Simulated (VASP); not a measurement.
# Hf in VASP: a series of runs

Hf is run at these levels: PBE; tasks: single point, relaxation of cell and atoms.

Program: VASP 6.6.1. These are calculated values, not measurements. Logs are shortened: lines on timing, memory, paths and dates and some standing lists are left out, and cuts for length are marked.

## Step 1: The cell of the first run

The typed cell holds 2 atoms: a = 3.155 Å, b = 4.547 Å, c = 3.154 Å, α = 90.00°, β = 90.00°, γ = 90.00°.

## Step 2: Single point, PBE

INCAR reads:

```
SYSTEM = Hf
ALGO     = Normal         ! electronic algorithm
EDIFF    = 1E-6           ! SCF threshold, eV
ENCUT    = 520            ! plane-wave cutoff, eV
GGA      = PE             ! functional
ISIF     = 2              ! what is computed and relaxed
ISMEAR   = 0              ! smearing method
LASPH    = .TRUE.         ! aspherical terms in the spheres
LCHARG   = .FALSE.        ! write CHGCAR
LREAL    = .FALSE.        ! projectors in reciprocal space
LWAVE    = .FALSE.        ! write WAVECAR
NBANDS   = 17             ! bands
NELM     = 100            ! most SCF steps
PREC     = Accurate       ! precision mode
SIGMA    = 0.1            ! smearing width, eV
```

KPOINTS reads:

```
k-points
0
G
  6 4 6
  0 0 0
```

POSCAR reads:

```
Hf
1.0
    3.1548331767      0.0000000000      0.0000000000
    0.0000000000      4.5472326078      0.0000000000
    0.0000000000      0.0000000000      3.1540878402
Hf
2
Direct
    0.0000000000      0.5000000000      0.7500861025
    0.5000000000      0.0000000000      0.2499138975
```

Potentials or basis: VASP PAW PBE potentials, release 64 (Hf_pv).

Run with:

```
$ cat potpaw_PBE.64/Hf_pv/POTCAR > POTCAR
$ mpirun -np 1 vasp_std > vasp.out
```

OUTCAR:

```text
SYSTEM = Hf
   EDIFF = 1E-6
   ENCUT = 520
   GGA = PE
   ISIF = 2
   ISMEAR = 0
   LASPH = .TRUE.
   LREAL = .FALSE.
   NELM = 100
   PREC = Accurate

 ion  position               nearest neighbor table
   1  0.000  0.500  0.750-   2 3.18   2 3.18   2 3.18   2 3.18   2 3.19   2 3.19   2 3.19   2 3.19

   2  0.500  0.000  0.250-   1 3.18   1 3.18   1 3.18   1 3.18   1 3.19   1 3.19   1 3.19   1 3.19

  LATTYP: Found a simple orthorhombic cell.
 ALAT       =     3.1540878402
 B/A-ratio  =     1.0002363081
 C/A-ratio  =     1.4416949807

  Lattice vectors:

 A1 = (   0.0000000000,   0.0000000000,   3.1540878402)
 A2 = (   3.1548331767,   0.0000000000,   0.0000000000)
 A3 = (   0.0000000000,   4.5472326078,   0.0000000000)

Analysis of symmetry for initial positions (statically):
=====================================================================
 Subroutine PRICEL returns:
 Original cell was already a primitive cell.

 Routine SETGRP: Setting up the symmetry group for a
 simple orthorhombic supercell.

 Subroutine GETGRP returns: Found  8 space group operations
 (whereof  4 operations were pure point group operations)
 out of a pool of  8 trial point group operations.

The static configuration has the point symmetry C_2v.
 The point group associated with its full space group is D_2h.

Analysis of symmetry for dynamics (positions and initial velocities):
=====================================================================
 Subroutine PRICEL returns:
 Original cell was already a primitive cell.

 Routine SETGRP: Setting up the symmetry group for a
 simple orthorhombic supercell.

 Subroutine GETGRP returns: Found  8 space group operations
 (whereof  4 operations were pure point group operations)
 out of a pool of  8 trial point group operations.

The dynamic configuration has the point symmetry C_2v.
 The point group associated with its full space group is D_2h.

 Subroutine INISYM returns: Found  8 space group operations
 (whereof  4 operations are pure point group operations),
 and found     1 'primitive' translations

----------------------------------------------------------------------------------------

                                     Primitive cell

  volume of cell :      45.2478

  direct lattice vectors                    reciprocal lattice vectors
     3.154833177  0.000000000  0.000000000     0.316973971  0.000000000  0.000000000
     0.000000000  4.547232608  0.000000000     0.000000000  0.219913975  0.000000000
     0.000000000  0.000000000  3.154087840     0.000000000  0.000000000  0.317048875

  length of vectors
[... 83 lines left out ...]
   LREAL  =      F    real-space projection
   EDIFFG = 0.1E-04   stopping-criterion for IOM
   NSW    =      0    number of steps for IOM
   IBRION =     -1    ionic relax: 0-MD 1-quasi-New 2-CG
   NFREE  =      0    steps in history (QN), initial steepest desc. (CG)
   ISIF   =      2    stress and relaxation
   ISYM   =      2    0-nonsym 1-usesym 2-fastsym
   POTIM  = 0.5000    time-step for ionic-motion
   TEBEG  =    0.0;   TEEND  =   0.0 temperature during run
   PSTRESS=    0.0 pullay stress
   NELECT =      20.0000    total number of electrons
   NUPDOWN=      -1.0000    fix difference up-down
   EMIN   =  10.00;   EMAX   =-10.00  energy-range for DOS
   EFERMI =   0.00;   METHOD = LEGACY
   ISMEAR =     0;   SIGMA  =   0.10  broadening in eV -4-tet -1-fermi 0-gaus
   EFERMI_NEDOS =   21; number of points for ismear=-14 and -15
   IALGO  =     38    algorithm
   IMIX   =      4    mixing-type and parameters
     AMIX     =   0.40;   BMIX     =  1.00
     AMIX_MAG =   1.60;   BMIX_MAG =  1.00
  volume/ion in A,a.u.               =      22.62       152.67
  Fermi-wavevector in a.u.,A,eV,Ry     =   1.247055  2.356593 21.159058  1.555147
  Thomas-Fermi vector in A             =   2.381205
   LORBIT       =      0    0 simple, 1 ext, 2 COOP (PROOUT), +10 PAW based schemes
   GGA     = PE    functional components
   LHFCALC =     F    Hartree Fock is set to
   AEXX    =    0.0000 exact exchange contribution
   IVDW    =     0    specifies the selected vdW correction
   LEPSILON=     F    determine dielectric tensor
   LRPA    =     F    only Hartree local field effects (RPA)
 non-spin polarized calculation
 Gauss-broadening in eV      SIGMA  =   0.10
  energy-cutoff  :      520.00
  volume of cell :       45.25
 maximum number of plane-waves:      1232
 NGX is ok and might be reduce to    24

 number of electron      19.9999995 magnetization

 Free energy of the ion-electron system (eV)
  ---------------------------------------------------
  ext. energy  EPLUGINS =         0.00000000
  ---------------------------------------------------
  free energy    TOTEN  =       -19.73661286 eV

  energy without entropy =      -19.71912618  energy(sigma->0) =      -19.72786952

 E-fermi :   4.6367     XC(G=0): -11.2382

 val. band max:        4.6363877866   @ k =   0.0000   0.0000   0.5000
 cond. band min:       4.6703556097   @ k =   0.5000   0.5000   0.3333
 fundamental gap:      0.0339678231
 Fermi energy:         4.6366952883

 k-point     1 :       0.0000    0.0000    0.0000
  band No.  band energies     occupation
      1     -26.1338      2.00000
      2     -25.6804      2.00000
      3     -25.6798      2.00000
      4     -25.4158      2.00000
      5     -25.4154      2.00000
      6     -25.4077      2.00000
[... 457 lines left out ...]
      4     -25.6198      2.00000
      5     -25.5511      2.00000
      6     -25.5511      2.00000
[... 9 lines left out ...]
     16      10.6296      0.00000
     17      11.5269      0.00000

 [... further k-points ...]

------------------------ aborting loop because EDIFF is reached ----------------------------------------

  FORCE on cell =-STRESS in cart. coord.  units (eV):
  Direction    XX          YY          ZZ          XY          YZ          ZX
  --------------------------------------------------------------------------------------
  -------------------------------------------------------------------------------------
  Total       -0.1280579     -0.1269344     -0.1239908      0.0000000      0.0000000      0.0000000
  in kB       -4.5343993     -4.4946144     -4.3903870      0.0000000      0.0000000      0.0000000
  external PRESSURE =      -4.4731336 kB  Pullay stress =       0.0000000 kB

 VOLUME and BASIS-vectors are now :
 -----------------------------------------------------------------------------
  energy-cutoff  :      520.00
  volume of cell :       45.25
      direct lattice vectors                 reciprocal lattice vectors
     3.154833177  0.000000000  0.000000000     0.316973971  0.000000000  0.000000000
     0.000000000  4.547232608  0.000000000     0.000000000  0.219913975  0.000000000
     0.000000000  0.000000000  3.154087840     0.000000000  0.000000000  0.317048875

 POSITION                                       TOTAL-FORCE (eV/Angst)
 -----------------------------------------------------------------------------------
      0.00000      2.27362      2.36584         0.000000      0.000000     -0.000627
      1.57742      0.00000      0.78825         0.000000      0.000000      0.000627
 -----------------------------------------------------------------------------------
    total drift:                                0.000000      0.000000     -0.000000

  FREE ENERGIE OF THE ION-ELECTRON SYSTEM (eV)
  ---------------------------------------------------
  free  energy   TOTEN  =       -19.7366128558 eV

  energy  without entropy=      -19.7191261809  energy(sigma->0) =      -19.72786952
```

OSZICAR:

```text
N       E                     dE             d eps       ncg     rms          rms(c)
DAV:   1     0.519524818151E+02    0.51952E+02   -0.11444E+04  1632   0.112E+03
DAV:   2    -0.185919341236E+02   -0.70544E+02   -0.68841E+02  2110   0.253E+02
DAV:   3    -0.204266774042E+02   -0.18347E+01   -0.18197E+01  2116   0.271E+01
DAV:   4    -0.204425690392E+02   -0.15892E-01   -0.15882E-01  2059   0.300E+00
DAV:   5    -0.204427346753E+02   -0.16564E-03   -0.16563E-03  2199   0.270E-01    0.643E+01
DAV:   6    -0.199218588035E+02    0.52088E+00   -0.49631E-01  1860   0.454E+00    0.387E+01
DAV:   7    -0.197496438084E+02    0.17221E+00   -0.86016E-01  1914   0.576E+00    0.193E+00
DAV:   8    -0.197365118874E+02    0.13132E-01   -0.64296E-02  1863   0.163E+00    0.999E-01
DAV:   9    -0.197366289911E+02   -0.11710E-03   -0.14587E-03  1989   0.281E-01    0.254E-01
DAV:  10    -0.197366071449E+02    0.21846E-04   -0.45831E-05  2042   0.470E-02    0.231E-01
DAV:  11    -0.197366129027E+02   -0.57578E-05   -0.62480E-06  2014   0.204E-02    0.572E-03
DAV:  12    -0.197366128558E+02    0.46993E-07   -0.61032E-07  1090   0.545E-03
   1 F= -.19736613E+02 E0= -.19727870E+02  d E =-.174867E-01
```

It took 9.9 s on 1 thread of Intel Xeon 6975P-C (Granite Rapids), shared host; peak memory 0.16 GiB.

Results:

| Item | Value |
| --- | --- |
| Free energy | -19.7366 eV |
| Pressure | -0.4 GPa |
| Band gap on the k mesh | zero (band 10 reaches 5.90 eV, above the bottom of band 11 at 4.21 eV) |

Levels at points of the mesh, in eV from the Fermi level:
| k point | band 6 | band 7 | band 8 | band 9 | band 10 | band 11 | band 12 | band 13 | band 14 | band 15 |
| --- | --- | --- | --- | --- | --- | --- | --- | --- | --- | --- |
| (0.00, 0.00, 0.00) | -30.04 | -7.15 | -3.21 | -2.04 | 1.27 | 1.49 | 1.49 | 2.28 | 4.00 | 4.32 |
| (0.50, 0.00, 0.00) | -30.15 | -2.83 | -2.83 | -0.41 | -0.41 | 0.00 | 0.00 | 2.59 | 2.59 | 3.88 |
| (0.00, 0.50, 0.00) | -30.19 | -4.73 | -4.73 | -0.72 | -0.72 | 1.34 | 1.34 | 3.16 | 3.16 | 3.17 |
| (0.50, 0.50, 0.00) | -30.15 | -3.58 | -3.58 | 0.57 | 0.57 | 1.08 | 1.08 | 1.32 | 1.32 | 6.17 |
| (0.00, 0.00, 0.50) | -30.15 | -2.83 | -2.83 | -0.42 | -0.41 | 0.00 | 0.00 | 2.59 | 2.59 | 3.88 |
| (0.50, 0.00, 0.50) | -30.32 | -3.16 | -3.16 | -2.08 | -2.08 | 2.58 | 2.58 | 6.24 | 6.24 | 6.73 |
| (0.00, 0.50, 0.50) | -30.15 | -3.58 | -3.58 | 0.57 | 0.57 | 1.08 | 1.08 | 1.32 | 1.32 | 6.17 |
| (0.50, 0.50, 0.50) | -30.33 | -1.78 | -1.78 | -0.35 | -0.35 | -0.35 | -0.35 | 2.41 | 2.41 | 6.98 |

Caveat: spin-orbit coupling is left out, which moves the levels of the heavy elements.

## Step 3: Single point, PBE

This run uses another cell than the first one: it holds 1 atom, not 2.

INCAR reads:

```
SYSTEM = Hf
PREC = Accurate
ENCUT = 520
EDIFF = 1E-6
ISMEAR = 0
SIGMA = 0.1
LREAL = .FALSE.
LASPH = .TRUE.
NELM = 100
ALGO = Fast
ISIF = 2
LWAVE = .FALSE.
LCHARG = .FALSE.
GGA = PE
NBANDS = 11
```

KPOINTS reads:

```
Automatic mesh
0
G
  24 24 24
  0 0 0
```

POSCAR reads:

```
Hf
1.0
   -1.5856035683      1.5856035683      2.2422770256
    1.5856035683     -1.5856035683      2.2422770256
    1.5856035683      1.5856035683     -2.2422770256
Hf
1
Direct
    0.5000000000      0.5000000000      0.0000000000
```

Potentials or basis: VASP PAW PBE potentials, release 64 (Hf_pv).

Run with:

```
$ cat potpaw_PBE.64/Hf_pv/POTCAR > POTCAR
$ mpirun -np 1 vasp_std > vasp.out
```

Wall time 68 s (1 thread of Intel Xeon 6975P-C (Granite Rapids), shared host); peak memory 0.36 GiB.

It converged, with:

```
Free energy            : -9.8568 eV
Pressure               : -0.4 GPa
Band gap on the k mesh : zero (band 5 reaches 6.09 eV, above the bottom of band 6 at 4.08 eV)
```

Levels at points of the mesh, in eV from the Fermi level:
| k point | band 3 | band 4 | band 5 | band 6 | band 7 | band 8 |
| --- | --- | --- | --- | --- | --- | --- |
| (0.00, 0.00, 0.00) | -30.04 | -7.18 | 1.40 | 1.40 | 1.40 | 4.16 |
| (0.50, 0.00, 0.00) | -30.15 | -3.61 | 0.55 | 1.18 | 1.18 | 6.25 |
| (0.50, 0.50, 0.00) | -30.33 | -3.22 | -2.10 | 2.48 | 6.26 | 6.87 |
| (0.50, 0.50, 0.50) | -30.33 | -3.22 | -2.10 | 2.48 | 6.26 | 6.87 |

Caveat: spin-orbit coupling is left out, which moves the levels of the heavy elements.

## Step 4: Relaxation of cell and atoms, PBE

This run uses another cell than the first one: it holds 1 atom, not 2.

INCAR reads:

```
PREC = Accurate
ENCUT = 600
EDIFF = 1E-7
ISMEAR = 0
SIGMA = 0.1
LREAL = False
LASPH = True
NELM = 80
ALGO = Fast
ISIF = 3
LWAVE = False
LCHARG = False
GGA = PE
IBRION = 2
NSW = 100
EDIFFG = -0.01
```

KPOINTS reads:

```
Automatic mesh
0
Gamma
  24 24 24
```

POSCAR reads:

```
Hf
1.0
   -1.5772302542      1.5772302542      2.2736163039
    1.5772302542     -1.5772302542      2.2736163039
    1.5772302542      1.5772302542     -2.2736163039
Hf
1
Direct
    0.5000000000      0.5000000000      0.0000000000
```

Run with:

```
$ cat potpaw_PBE.64/Hf_pv/POTCAR > POTCAR
$ mpirun -np 1 vasp_std > vasp.out
```

Wall time 8.5 min (1 thread of Intel Xeon 6975P-C (Granite Rapids), shared host); peak memory 0.43 GiB.

It converged, with:

```yaml
Free_energy: -9.8571 eV
Relaxed_volume: 22.45 Å³/atom
Relaxed_cell: a = 3.166 Å, b = 3.166 Å, c = 3.166 Å, α = 119.99°, β = 119.99°, γ = 90.01°
Space_group_after_relaxing_to_0.05_Å: Fm-3m (No. 225)
Energy_gained_by_relaxing: 1.4 meV/atom
Ionic_steps: 5
Pressure_after_relaxing: 0.0 GPa
Band_gap_on_the_k_mesh: zero (band 5 reaches 6.12 eV, above the bottom of band 6 at 4.11 eV)
```

Step by step:
| step | energy change (eV) | largest force (eV/Å) | pressure (GPa) | volume (Å³) |
| --- | --- | --- | --- | --- |
| 1 | 0.0000 | 0.0000 | -0.76 | 22.62 |
| 2 | -0.0006 | 0.0000 | 0.83 | 22.27 |
| 3 | -0.0008 | 0.0000 | 0.29 | 22.39 |
| 4 | -0.0013 | 0.0000 | 0.15 | 22.42 |
| 5 | -0.0014 | 0.0000 | 0.03 | 22.45 |

Final structure:
```yaml
crystal:
  lattice:
    - [-1.58331, 1.58331, 2.23860]
    - [1.58331, -1.58331, 2.23860]
    - [1.58331, 1.58331, -2.23860]
  atoms:
    - { symbol: Hf, position: [0.50000, 0.50000, 0.00000] }
```

Levels at points of the mesh, in eV from the Fermi level:
```
           k point  band 1  band 2  band 3  band 4  band 5  band 6  band 7  band 8  band 9
(0.00, 0.00, 0.00)  -30.03  -30.03  -30.03   -7.20    1.40    1.40    1.40    4.18    4.18
(0.50, 0.00, 0.00)  -30.83  -30.13  -30.13   -3.62    0.57    1.18    1.18    6.28    6.28
(0.50, 0.50, 0.00)  -30.78  -30.32  -30.32   -3.24   -2.11    2.50    6.30    6.90    6.90
(0.50, 0.50, 0.50)  -30.78  -30.32  -30.32   -3.24   -2.11    2.50    6.30    6.90    6.90
```

Caveat: spin-orbit coupling is left out, which moves the levels of the heavy elements.

## Step 5: The runs side by side

```csv
task,cell,k mesh,cutoff (eV),gap on the mesh (eV),pressure (GPa)
single point,"a = 3.155, b = 4.547, c = 3.154 Å, 2 atoms",6 × 4 × 6,520,none,-0.4
single point,"a = 3.171 Å, angles 120.0, 120.0, 90.0°, 1 atom",24 × 24 × 24,520,none,-0.4
relaxation of cell and atoms,"relaxed from a = 3.185 Å, angles 120.6, 120.6, 88.9°, 1 atom",24 × 24 × 24,600,none,0.0
```

Alike in all rows: level PBE; potentials or basis VASP PAW PBE potentials, release 64 (Hf_pv); no spin polarisation; smearing gaussian 0.1 eV.

Caveats: spin-orbit coupling is left out, which moves the levels of the heavy elements.

Total energies depend on the potentials used, so only differences within one code and one set of settings carry meaning.
